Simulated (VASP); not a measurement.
# HfGe3 (Pm-3m) in VASP: relaxation of cell and atoms with PBE

Aim: the relaxation of cell and atoms of HfGe3 with PBE.

Everything below comes from runs of VASP 6.6.1. Logs are shortened: lines on timing, memory, paths and dates and some standing lists are left out, and cuts for length are marked.

### Step 1. The cell of the first run

Symmetry: Pm-3m, No. 221, cubic system. The conventional cell has a = 5.194 Å, b = 5.194 Å, c = 5.194 Å, α = 90.00°, β = 90.00°, γ = 90.00°. Within 3.4 Å of Hf (site symmetry m-3m) lie 6 Ge at 2.60 Å. Ge (site symmetry 4/mmm) has 2 Hf at 2.60 Å within 3.4 Å.

The cell was generated, and may not be a known phase.

### Step 2. Relaxation of cell and atoms, PBE

File INCAR:

```
PREC = Accurate
ENCUT = 600
EDIFF = 1E-6
ISMEAR = 0
SIGMA = 0.1
LREAL = F
LASPH = T
NELM = 100
ALGO = Fast
ISIF = 3
LWAVE = F
LCHARG = F
GGA = PE
IBRION = 2
NSW = 100
EDIFFG = -0.01
```

File KPOINTS:

```
Automatic mesh
0
Gamma
  10 10 10
```

File POSCAR:

```
HfGe3
1.0
    5.1944752854      0.0000000000      0.0000000000
    0.0000000000      5.1944752854      0.0000000000
    0.0000000000      0.0000000000      5.1944752854
Hf Ge
1 3
Direct
    0.0000000000      0.0000000000      0.0000000000
    0.5000000000      0.0000000000      0.0000000000
    0.0000000000      0.5000000000      0.0000000000
    0.0000000000      0.0000000000      0.5000000000
```

Potentials or basis: VASP PAW PBE potentials, release 64 (Hf_pv, Ge_d).

Launch:

```console
> cat potpaw_PBE.64/Hf_pv/POTCAR potpaw_PBE.64/Ge_d/POTCAR > POTCAR
> mpirun -np 1 vasp_std > vasp.out
```

OUTCAR:

```text
PREC = Accurate
   ENCUT = 600
   EDIFF = 1E-6
   ISMEAR = 0
   LREAL = F
   LASPH = T
   NELM = 100
   ISIF = 3
   GGA = PE
   IBRION = 2
   NSW = 100
   EDIFFG = -0.01

 ion  position               nearest neighbor table
   1  0.000  0.000  0.000-   2 2.60   3 2.60   4 2.60   4 2.60   3 2.60   2 2.60
   2  0.500  0.000  0.000-   1 2.60   1 2.60
   3  0.000  0.500  0.000-   1 2.60   1 2.60
   4  0.000  0.000  0.500-   1 2.60   1 2.60

  LATTYP: Found a simple cubic cell.
 ALAT       =     5.1944752854

  Lattice vectors:

 A1 = (   5.1944752854,   0.0000000000,   0.0000000000)
 A2 = (   0.0000000000,   5.1944752854,   0.0000000000)
 A3 = (   0.0000000000,   0.0000000000,   5.1944752854)

Analysis of symmetry for initial positions (statically):
=====================================================================
 Subroutine PRICEL returns:
 Original cell was already a primitive cell.

 Routine SETGRP: Setting up the symmetry group for a
 simple cubic supercell.

 Subroutine GETGRP returns: Found 48 space group operations
 (whereof 48 operations were pure point group operations)
 out of a pool of 48 trial point group operations.

The static configuration has the point symmetry O_h .

Analysis of symmetry for dynamics (positions and initial velocities):
=====================================================================
 Subroutine PRICEL returns:
 Original cell was already a primitive cell.

 Routine SETGRP: Setting up the symmetry group for a
 simple cubic supercell.

 Subroutine GETGRP returns: Found 48 space group operations
 (whereof 48 operations were pure point group operations)
 out of a pool of 48 trial point group operations.

The dynamic configuration has the point symmetry O_h .

 Subroutine INISYM returns: Found 48 space group operations
 (whereof 48 operations are pure point group operations),
 and found     1 'primitive' translations

----------------------------------------------------------------------------------------

                                     Primitive cell

  volume of cell :     140.1603

  direct lattice vectors                    reciprocal lattice vectors
     5.194475285  0.000000000  0.000000000     0.192512226  0.000000000  0.000000000
     0.000000000  5.194475285  0.000000000     0.000000000  0.192512226  0.000000000
     0.000000000  0.000000000  5.194475285     0.000000000  0.000000000  0.192512226

  length of vectors
     5.194475285  5.194475285  5.194475285     0.192512226  0.192512226  0.192512226

  position of ions in fractional coordinates (direct lattice)
     0.000000000  0.000000000  0.000000000
     0.500000000  0.000000000  0.000000000
     0.000000000  0.500000000  0.000000000
     0.000000000  0.000000000  0.500000000

  ion indices of the primitive-cell ions
   primitive index   ion index
                 1           1
                 2           2
                 3           3
                 4           4

----------------------------------------------------------------------------------------

 KPOINTS: Automatic mesh

Automatic generation of k-mesh.
 Grid dimensions read from file:
 generate k-points for:   10   10   10

 Generating k-lattice:

  Cartesian coordinates                     Fractional coordinates (reciprocal lattice)
     0.019251223  0.000000000  0.000000000     0.100000000  0.000000000  0.000000000
     0.000000000  0.019251223  0.000000000     0.000000000  0.100000000  0.000000000
     0.000000000  0.000000000  0.019251223     0.000000000  0.000000000  0.100000000

  Length of vectors
[... 59 lines left out ...]
   IBRION =      2    ionic relax: 0-MD 1-quasi-New 2-CG
   NFREE  =      1    steps in history (QN), initial steepest desc. (CG)
   ISIF   =      3    stress and relaxation
   ISYM   =      2    0-nonsym 1-usesym 2-fastsym
   POTIM  = 0.5000    time-step for ionic-motion
   TEBEG  =    0.0;   TEEND  =   0.0 temperature during run
   PSTRESS=    0.0 pullay stress
   NELECT =      52.0000    total number of electrons
   NUPDOWN=      -1.0000    fix difference up-down
   EMIN   =  10.00;   EMAX   =-10.00  energy-range for DOS
   EFERMI =   0.00;   METHOD = LEGACY
   ISMEAR =     0;   SIGMA  =   0.10  broadening in eV -4-tet -1-fermi 0-gaus
   EFERMI_NEDOS =   21; number of points for ismear=-14 and -15
   IALGO  =     68    algorithm
   IMIX   =      4    mixing-type and parameters
     AMIX     =   0.40;   BMIX     =  1.00
     AMIX_MAG =   1.60;   BMIX_MAG =  1.00
  volume/ion in A,a.u.               =      35.04       236.46
  Fermi-wavevector in a.u.,A,eV,Ry     =   1.176344  2.222967 18.827534  1.383785
  Thomas-Fermi vector in A             =   2.312709
   LORBIT       =      0    0 simple, 1 ext, 2 COOP (PROOUT), +10 PAW based schemes
   GGA     = PE    functional components
   LHFCALC =     F    Hartree Fock is set to
   AEXX    =    0.0000 exact exchange contribution
   IVDW    =     0    specifies the selected vdW correction
   LEPSILON=     F    determine dielectric tensor
   LRPA    =     F    only Hartree local field effects (RPA)
 conjugate gradient relaxation of ions
 non-spin polarized calculation
 RMM-DIIS sequential band-by-band and
 Gauss-broadening in eV      SIGMA  =   0.10
  energy-cutoff  :      600.00
  volume of cell :      140.16
 maximum number of plane-waves:      4719
 NGX is ok and might be reduce to    42
   NGX = 21   NGY = 21   NGZ = 21

--------------------------------------- Ionic step        1  -------------------------------------------

 number of electron      51.9999987 magnetization

 Free energy of the ion-electron system (eV)
  ---------------------------------------------------
  ext. energy  EPLUGINS =         0.00000000
  ---------------------------------------------------
  free energy    TOTEN  =       -21.14610843 eV

  energy without entropy =      -21.13804055  energy(sigma->0) =      -21.14207449

------------------------ aborting loop because EDIFF is reached ----------------------------------------

  FORCE on cell =-STRESS in cart. coord.  units (eV):
  Direction    XX          YY          ZZ          XY          YZ          ZX
  --------------------------------------------------------------------------------------
  -------------------------------------------------------------------------------------
  Total        0.0948158      0.0948158      0.0948158     -0.0000000      0.0000000     -0.0000000
  in kB        1.0838425      1.0838425      1.0838425     -0.0000000      0.0000000     -0.0000000
  external PRESSURE =       1.0838425 kB  Pullay stress =       0.0000000 kB

 VOLUME and BASIS-vectors are now :
 -----------------------------------------------------------------------------
  energy-cutoff  :      600.00
  volume of cell :      140.16
      direct lattice vectors                 reciprocal lattice vectors
     5.194475285  0.000000000  0.000000000     0.192512226  0.000000000  0.000000000
     0.000000000  5.194475285  0.000000000     0.000000000  0.192512226  0.000000000
     0.000000000  0.000000000  5.194475285     0.000000000  0.000000000  0.192512226

 POSITION                                       TOTAL-FORCE (eV/Angst)
 -----------------------------------------------------------------------------------
      0.00000      0.00000      0.00000         0.000000      0.000000      0.000000
      2.59724      0.00000      0.00000         0.000000      0.000000      0.000000
      0.00000      2.59724      0.00000         0.000000      0.000000      0.000000
      0.00000      0.00000      2.59724         0.000000      0.000000      0.000000
 -----------------------------------------------------------------------------------
    total drift:                                0.000000      0.000000     -0.000000

  FREE ENERGIE OF THE ION-ELECTRON SYSTEM (eV)
  ---------------------------------------------------
  free  energy   TOTEN  =       -21.1461084303 eV

  energy  without entropy=      -21.1380405496  energy(sigma->0) =      -21.14207449

--------------------------------------- Ionic step        2  -------------------------------------------

 number of electron      51.9999981 magnetization

 Free energy of the ion-electron system (eV)
  ---------------------------------------------------
  ext. energy  EPLUGINS =         0.00000000
  ---------------------------------------------------
  free energy    TOTEN  =       -21.14629237 eV

  energy without entropy =      -21.13811503  energy(sigma->0) =      -21.14220370

 E-fermi :   0.9202     XC(G=0):  -7.9884

 val. band max:        0.9081141238   @ k =   0.3000   0.1000   0.1000
 cond. band min:       0.9478400104   @ k =   0.3000   0.2000   0.2000
 fundamental gap:      0.0397258867
 Fermi energy:         0.9201832341

 k-point     1 :       0.0000    0.0000    0.0000
  band No.  band energies     occupation
      1     -28.6649      2.00000
      2     -28.6649      2.00000
      3     -28.6649      2.00000
      4     -23.1929      2.00000
      5     -23.1929      2.00000
      6     -23.1898      2.00000
[... 805 lines left out ...]
     30       3.5256      0.00000
     31       3.9929      0.00000

 [... further k-points ...]

------------------------ aborting loop because EDIFF is reached ----------------------------------------

  FORCE on cell =-STRESS in cart. coord.  units (eV):
  Direction    XX          YY          ZZ          XY          YZ          ZX
  --------------------------------------------------------------------------------------
  -------------------------------------------------------------------------------------
  Total        0.0141014      0.0141014      0.0141014      0.0000000     -0.0000000      0.0000000
  in kB        0.1606415      0.1606415      0.1606415      0.0000000     -0.0000000      0.0000000
  external PRESSURE =       0.1606415 kB  Pullay stress =       0.0000000 kB

 VOLUME and BASIS-vectors are now :
 -----------------------------------------------------------------------------
  energy-cutoff  :      600.00
  volume of cell :      140.64
      direct lattice vectors                 reciprocal lattice vectors
     5.200415382 -0.000000000 -0.000000000     0.192292332  0.000000000 -0.000000000
    -0.000000000  5.200415382 -0.000000000     0.000000000  0.192292332 -0.000000000
     0.000000000  0.000000000  5.200415382     0.000000000  0.000000000  0.192292332

 POSITION                                       TOTAL-FORCE (eV/Angst)
 -----------------------------------------------------------------------------------
      0.00000      0.00000      0.00000        -0.000000     -0.000000      0.000000
      2.60021     -0.00000     -0.00000        -0.000000     -0.000000      0.000000
     -0.00000      2.60021     -0.00000        -0.000000     -0.000000      0.000000
      0.00000      0.00000      2.60021         0.000000      0.000000      0.000000
 -----------------------------------------------------------------------------------
    total drift:                                0.000000      0.000000     -0.000000

  FREE ENERGIE OF THE ION-ELECTRON SYSTEM (eV)
  ---------------------------------------------------
  free  energy   TOTEN  =       -21.1462923723 eV

  energy  without entropy=      -21.1381150339  energy(sigma->0) =      -21.14220370

 reached required accuracy - stopping structural energy minimisation
```

Wall time 16 min (1 thread of Oxide Virtual Turin-like, shared host); peak memory 0.41 GiB.

What came out:

| Item | Value |
| --- | --- |
| Free energy | -21.1463 eV |
| Relaxed volume | 35.16 Å³/atom |
| Relaxed cell | a = 5.200 Å, b = 5.200 Å, c = 5.200 Å, α = 90.00°, β = 90.00°, γ = 90.00° |
| Space group after relaxing (to 0.1 Å) | Pm-3m (No. 221) |
| Energy gained by relaxing | 0.0 meV/atom |
| Ionic steps | 2 |
| Pressure after relaxing | 0.0 GPa |
| Band gap on the k mesh | zero (bands 26 and 27 overlap by 2.82 eV) |

Step by step:
| step | energy change (eV) | largest force (eV/Å) | pressure (GPa) | volume (Å³) |
| --- | --- | --- | --- | --- |
| 1 | 0.0000 | 0.0000 | 0.11 | 140.16 |
| 2 | -0.0002 | 0.0000 | 0.02 | 140.64 |

Final structure:
```yaml
crystal:
  lattice:
    - [5.20042, 0.00000, 0.00000]
    - [0.00000, 5.20042, 0.00000]
    - [0.00000, 0.00000, 5.20042]
  atoms:
    - { symbol: Hf, position: [0.00000, 0.00000, 0.00000] }
    - { symbol: Ge, position: [0.50000, 0.00000, 0.00000] }
    - { symbol: Ge, position: [0.00000, 0.50000, 0.00000] }
    - { symbol: Ge, position: [0.00000, 0.00000, 0.50000] }
```

Caveat: spin-orbit coupling is left out, which moves the levels of the heavy elements.

The gap in the log of VASP goes by the Fermi energy; the results here count the filled bands.